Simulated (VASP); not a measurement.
## Li2ClF: single point with PBE

Li2ClF:

```
CELL_PARAMETERS angstrom
3.34315 0.00000 0.00000
0.00000 3.34315 0.00000
0.00000 0.00000 4.60128
ATOMIC_POSITIONS crystal
F 0.00000 0.00000 0.00000
Li 0.00000 0.00000 0.50000
Li 0.50000 0.50000 0.00000
Cl 0.50000 0.50000 0.50000
```

| Property | Result |
| --- | --- |
| Program | VASP 6.6.1 |
| Task | single point |
| Functional | PBE |
| Potentials or basis | VASP PAW PBE potentials, release 64 (F, Li_sv, Cl) |
| Cutoff | 520 eV |
| k mesh | 6 × 6 × 4 |
| Occupations | gaussian, width 0.01 eV |
| Spin | no spin polarisation |

```yaml
Band_gap_on_the_k_mesh: 6.60 eV
```

Levels at points of the mesh, in eV from the valence-band top:
| k point | band 7 | band 8 | band 9 | band 10 | band 11 | band 12 | band 13 | band 14 |
| --- | --- | --- | --- | --- | --- | --- | --- | --- |
| (0.00, 0.00, 0.00) | -1.07 | -0.20 | -0.05 | -0.05 | 6.87 | 9.55 | 10.22 | 12.99 |
| (0.50, 0.00, 0.00) | -1.38 | -1.18 | -0.54 | -0.03 | 8.86 | 9.61 | 9.71 | 10.94 |
| (0.50, 0.50, 0.00) | -1.26 | -0.99 | -0.90 | -0.90 | 9.12 | 10.35 | 10.35 | 11.67 |
| (0.00, 0.00, 0.50) | -0.67 | -0.67 | -0.47 | -0.47 | 9.26 | 9.55 | 9.95 | 10.74 |
| (0.50, 0.00, 0.50) | -0.52 | -0.42 | -0.22 | 0.00 | 6.60 | 8.72 | 10.74 | 10.93 |
| (0.50, 0.50, 0.50) | -1.50 | -1.50 | -1.05 | -0.94 | 9.39 | 9.39 | 10.00 | 11.97 |

It took 33 s on 1 thread of Intel Xeon 8259CL (shared host), peak memory 0.17 GiB.

 A k mesh can miss the band edges.
